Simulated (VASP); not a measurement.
# SnTe (Fm-3m) in VASP: a series of runs

SnTe is run at these levels: RPBE+D4, PBE exchange alone; tasks: single point.

Program: VASP 6.6.1. These are calculated values, not measurements. Logs are shortened: lines on timing, memory, paths and dates and some standing lists are left out, and cuts for length are marked.

**1. The cell of the first run**

Symmetry: Fm-3m, No. 225, cubic system. Conventional cell: a = 6.272 Å, b = 6.272 Å, c = 6.272 Å, α = 90.00°, β = 90.00°, γ = 90.00°. Te (site symmetry m-3m) has 6 Sn at 3.14 Å within 4.1 Å. Sn (site symmetry m-3m) has 6 Te at 3.14 Å within 4.1 Å.

**2. Single point, RPBE+D4**

Contents of INCAR:

```
SYSTEM = SnTe
  ALGO = Normal
  EDIFF = 1E-7
  ENCUT = 520
  GGA = RP
  ISIF = 2
  ISMEAR = -1
  IVDW = 13
  LASPH = .True.
  LCHARG = .False.
  LREAL = .False.
  LWAVE = .False.
  NBANDS = 17
  NELM = 100
  PREC = Accurate
  SIGMA = 0.05
```

Contents of KPOINTS:

```
k-points
0
Gamma
  7 7 7
  0 0 0
```

Contents of POSCAR:

```
SnTe
1.0
    0.0000000000      3.1359665995      3.1359665995
    3.1359665995      0.0000000000      3.1359665995
    3.1359665995      3.1359665995      0.0000000000
Te Sn
1 1
Direct
    0.5000000000      0.5000000000      0.5000000000
    0.0000000000      0.0000000000      0.0000000000
```

Potentials or basis: VASP PAW PBE potentials, release 64 (Te, Sn_d).

Started as:

```sh
$ cat potpaw_PBE.64/Te/POTCAR potpaw_PBE.64/Sn_d/POTCAR > POTCAR
$ mpirun -np 1 vasp_std > vasp.out
```

OUTCAR:

```text
SYSTEM = SnTe
   EDIFF = 1E-7
   ENCUT = 520
   GGA = RP
   ISIF = 2
   ISMEAR = -1
   IVDW = 13
   LASPH = .True.
   LREAL = .False.
   NELM = 100
   PREC = Accurate

 ion  position               nearest neighbor table
   1  0.500  0.500  0.500-   2 3.14   2 3.14   2 3.14   2 3.14   2 3.14   2 3.14
   2  0.000  0.000  0.000-   1 3.14   1 3.14   1 3.14   1 3.14   1 3.14   1 3.14

  LATTYP: Found a face centered cubic cell.
 ALAT       =     6.2719331990

  Lattice vectors:

 A1 = (   0.0000000000,   3.1359665995,   3.1359665995)
 A2 = (   3.1359665995,   0.0000000000,   3.1359665995)
 A3 = (   3.1359665995,   3.1359665995,   0.0000000000)

Analysis of symmetry for initial positions (statically):
=====================================================================
 Subroutine PRICEL returns:
 Original cell was already a primitive cell.

 Routine SETGRP: Setting up the symmetry group for a
 face centered cubic supercell.

 Subroutine GETGRP returns: Found 48 space group operations
 (whereof 48 operations were pure point group operations)
 out of a pool of 48 trial point group operations.

The static configuration has the point symmetry O_h .

Analysis of symmetry for dynamics (positions and initial velocities):
=====================================================================
 Subroutine PRICEL returns:
 Original cell was already a primitive cell.

 Routine SETGRP: Setting up the symmetry group for a
 face centered cubic supercell.

 Subroutine GETGRP returns: Found 48 space group operations
 (whereof 48 operations were pure point group operations)
 out of a pool of 48 trial point group operations.

The dynamic configuration has the point symmetry O_h .

 Subroutine INISYM returns: Found 48 space group operations
 (whereof 48 operations are pure point group operations),
 and found     1 'primitive' translations

----------------------------------------------------------------------------------------

                                     Primitive cell

  volume of cell :      61.6800

  direct lattice vectors                    reciprocal lattice vectors
     0.000000000  3.135966600  3.135966600    -0.159440474  0.159440474  0.159440474
     3.135966600  0.000000000  3.135966600     0.159440474 -0.159440474  0.159440474
     3.135966600  3.135966600  0.000000000     0.159440474  0.159440474 -0.159440474

  length of vectors
     4.434926496  4.434926496  4.434926496     0.276159001  0.276159001  0.276159001
[... 74 lines left out ...]
   ENCUT  =  520.0 eV  38.22 Ry    6.18 a.u.   8.25  8.25  8.25*2*pi/ulx,y,z
   NELM   =    100;   NELMIN=  2; NELMDL= -5     # of ELM steps
   EDIFF  = 0.1E-06   stopping-criterion for ELM
   LREAL  =      F    real-space projection
   EDIFFG = 0.1E-05   stopping-criterion for IOM
   NSW    =      0    number of steps for IOM
   IBRION =     -1    ionic relax: 0-MD 1-quasi-New 2-CG
   NFREE  =      0    steps in history (QN), initial steepest desc. (CG)
   ISIF   =      2    stress and relaxation
   ISYM   =      2    0-nonsym 1-usesym 2-fastsym
   POTIM  = 0.5000    time-step for ionic-motion
   TEBEG  =    0.0;   TEEND  =   0.0 temperature during run
   PSTRESS=    0.0 pullay stress
   NELECT =      20.0000    total number of electrons
   NUPDOWN=      -1.0000    fix difference up-down
   EMIN   =  10.00;   EMAX   =-10.00  energy-range for DOS
   EFERMI =   0.00;   METHOD = LEGACY
   ISMEAR =    -1;   SIGMA  =   0.05  broadening in eV -4-tet -1-fermi 0-gaus
   EFERMI_NEDOS =   21; number of points for ismear=-14 and -15
   IALGO  =     38    algorithm
   IMIX   =      4    mixing-type and parameters
     AMIX     =   0.40;   BMIX     =  1.00
     AMIX_MAG =   1.60;   BMIX_MAG =  1.00
  volume/ion in A,a.u.               =      30.84       208.12
  Fermi-wavevector in a.u.,A,eV,Ry     =   1.124700  2.125375 17.210694  1.264950
  Thomas-Fermi vector in A             =   2.261373
   LORBIT       =      0    0 simple, 1 ext, 2 COOP (PROOUT), +10 PAW based schemes
   GGA     = RP    functional components
   LHFCALC =     F    Hartree Fock is set to
   AEXX    =    0.0000 exact exchange contribution
   IVDW    =    13    specifies the selected vdW correction
   LEPSILON=     F    determine dielectric tensor
   LRPA    =     F    only Hartree local field effects (RPA)
 non-spin polarized calculation
  energy-cutoff  :      520.00
  volume of cell :       61.68
 maximum number of plane-waves:      1678
 NGX is ok and might be reduce to    36
   NGX = 17   NGY = 17   NGZ = 17

 number of electron      19.9999997 magnetization

 Free energy of the ion-electron system (eV)
  ---------------------------------------------------
  ext. energy  EPLUGINS =         0.00000000
  ---------------------------------------------------
  free energy    TOTEN  =        -6.79745772 eV

  energy without entropy =       -6.79737048  energy(sigma->0) =       -6.79741410

 E-fermi :   7.3581     XC(G=0):  -9.4583

 val. band max:        7.0532473472   @ k =   0.4286   0.0000   0.0000
 cond. band min:       7.7192238285   @ k =   0.4286   0.0000   0.0000
 fundamental gap:      0.6659764813
 Fermi energy:         7.3581003056

 k-point     1 :       0.0000    0.0000    0.0000
  band No.  band energies     occupation
      1     -14.7338      2.00000
      2     -14.7338      2.00000
      3     -14.7296      2.00000
      4     -14.7296      2.00000
      5     -14.7296      2.00000
      6      -5.6518      2.00000
[... 377 lines left out ...]
      4     -14.7243      2.00000
      5     -14.7189      2.00000
      6      -3.9649      2.00000
[... 9 lines left out ...]
     16      17.0673      0.00000
     17      17.7225      0.00000

------------------------ aborting loop because EDIFF is reached ----------------------------------------

  DFT-D4 for vdW energy calculation

  Edisp (eV):   -1.61781

  FORCE on cell =-STRESS in cart. coord.  units (eV):
  Direction    XX          YY          ZZ          XY          YZ          ZX
  --------------------------------------------------------------------------------------
  -------------------------------------------------------------------------------------
  Total      -0.01334    -0.01334    -0.01334    -0.00000    -0.00000    -0.00000
  in kB      -0.34644    -0.34644    -0.34644    -0.00000    -0.00000    -0.00000
  external pressure =       -0.35 kB  Pullay stress =        0.00 kB

 VOLUME and BASIS-vectors are now :
 -----------------------------------------------------------------------------
  energy-cutoff  :      520.00
  volume of cell :       61.68
      direct lattice vectors                 reciprocal lattice vectors
     0.000000000  3.135966600  3.135966600    -0.159440474  0.159440474  0.159440474
     3.135966600  0.000000000  3.135966600     0.159440474 -0.159440474  0.159440474
     3.135966600  3.135966600  0.000000000     0.159440474  0.159440474 -0.159440474

 POSITION                                       TOTAL-FORCE (eV/Angst)
 -----------------------------------------------------------------------------------
      3.13597      3.13597      3.13597         0.000000      0.000000     -0.000000
      0.00000      0.00000      0.00000         0.000000     -0.000000      0.000000
 -----------------------------------------------------------------------------------
    total drift:                               -0.000000      0.000000      0.000000

  FREE ENERGIE OF THE ION-ELECTRON SYSTEM (eV)
  ---------------------------------------------------
  free  energy   TOTEN  =        -8.4152646260 eV

  energy  without entropy=       -8.4151773930  energy(sigma->0) =       -8.41522101
```

OSZICAR:

```text
N       E                     dE             d eps       ncg     rms          rms(c)
DAV:   1     0.129524974132E+03    0.12952E+03   -0.95215E+03   689   0.139E+03
DAV:   2     0.454108645660E+01   -0.12498E+03   -0.12153E+03   744   0.340E+02
DAV:   3    -0.648243217620E+01   -0.11024E+02   -0.10964E+02   808   0.882E+01
DAV:   4    -0.682034392194E+01   -0.33791E+00   -0.33767E+00   827   0.163E+01
DAV:   5    -0.683407011483E+01   -0.13726E-01   -0.13726E-01   978   0.311E+00    0.497E+00
DAV:   6    -0.679204646539E+01    0.42024E-01   -0.10380E-01   888   0.210E+00    0.312E+00
DAV:   7    -0.679654293994E+01   -0.44965E-02   -0.53651E-02   782   0.112E+00    0.754E-01
DAV:   8    -0.679721168519E+01   -0.66875E-03   -0.74253E-03   856   0.671E-01    0.216E-01
DAV:   9    -0.679742304876E+01   -0.21136E-03   -0.55338E-04   884   0.249E-01    0.608E-02
DAV:  10    -0.679744588814E+01   -0.22839E-04   -0.13508E-04   840   0.103E-01    0.157E-02
DAV:  11    -0.679745763202E+01   -0.11744E-04   -0.40165E-05   820   0.541E-02    0.985E-03
DAV:  12    -0.679745787250E+01   -0.24047E-06   -0.48522E-06   912   0.231E-02    0.508E-03
DAV:  13    -0.679745740765E+01    0.46485E-06   -0.13452E-06   770   0.660E-03    0.400E-03
DAV:  14    -0.679745762521E+01   -0.21756E-06   -0.90705E-08   634   0.195E-03    0.105E-03
DAV:  15    -0.679745777053E+01   -0.14532E-06   -0.18320E-08   409   0.128E-03    0.118E-03
DAV:  16    -0.679745771559E+01    0.54938E-07   -0.35139E-09   377   0.546E-04
   1 F= -.84152646E+01 E0= -.84152210E+01  d E =-.872330E-04
```

stdout:

```text
POSCAR found type information on POSCAR TeSn
 POSCAR found :  2 types and       2 ions
 scaLAPACK will be used
 -----------------------------------------------------------------------------
|                                                                             |
|                                                                             |
|     You enforced a specific xc type in the INCAR file but a different       |
|     I HOPE YOU KNOW WHAT YOU ARE DOING!                                     |
|                                                                             |
 -----------------------------------------------------------------------------

 LDA part: xc-table for (Slater+PW92), standard interpolation
 POSCAR, INCAR and KPOINTS ok, starting setup
 FFT: planning ... GRIDC
 FFT: planning ... GRID_SOFT
 FFT: planning ... GRID
 WAVECAR not read
 entering main loop
```

It took 49 s on 1 thread of Intel Xeon 8259CL, shared host; peak memory 0.21 GiB.

Results:

```yaml
Free_energy: -8.4153 eV
Pressure: 0.0 GPa
Dispersion_energy_per_atom: -0.809 eV
```

Caveat: this odd mesh misses L, so gap, dielectric constants and Born charges aren't listed; the PAW data sets were made with another functional, which shifts forces and pressure a little; spin-orbit coupling is left out, which moves the levels of the heavy elements.

**3. Single point, PBE exchange alone**

This run uses another cell than the first one, of 40.80 Å³/atom.

Contents of INCAR:

```
SYSTEM = SnTe
PREC = Accurate
ENCUT = 520
EDIFF = 1E-7
ISMEAR = -1
SIGMA = 0.05
LREAL = .FALSE.
LASPH = .TRUE.
NELM = 60
ALGO = Normal
ISIF = 2
LWAVE = .FALSE.
LCHARG = .FALSE.
GGA = PE
ALDAC = 0.0
AGGAC = 0.0
NBANDS = 17
```

Contents of KPOINTS:

```
Automatic mesh
0
G
  7 7 7
  0 0 0
```

Contents of POSCAR:

```
SnTe
1.0
    0.0000000000      3.4426201973      3.4426201973
    3.4426201973      0.0000000000      3.4426201973
    3.4426201973      3.4426201973      0.0000000000
Te Sn
1 1
Direct
    0.5000000000      0.5000000000      0.5000000000
    0.0000000000      0.0000000000      0.0000000000
```

Potentials or basis: VASP PAW PBE potentials, release 64 (Te, Sn_d).

Started as:

```sh
$ cat potpaw_PBE.64/Te/POTCAR potpaw_PBE.64/Sn_d/POTCAR > POTCAR
$ mpirun -np 1 vasp_std > vasp.out
```

Run time: 49 s. Hardware: 1 thread of Intel Xeon 8259CL, shared host; peak memory 0.21 GiB.

Results (log left out):

```
Free energy : -5.3581 eV
Pressure    : 0.0 GPa
```

Levels at points of the mesh, in eV from the Fermi level:
```
           k point  band 7  band 8  band 9  band 10  band 11  band 12  band 13  band 14
(0.00, 0.00, 0.00)   -5.57   -1.45   -1.45    -1.45     2.73     2.73     2.73     5.38
```

Caveat: this odd mesh misses L, so gap, dielectric constants and Born charges aren't listed; spin-orbit coupling is left out, which moves the levels of the heavy elements.
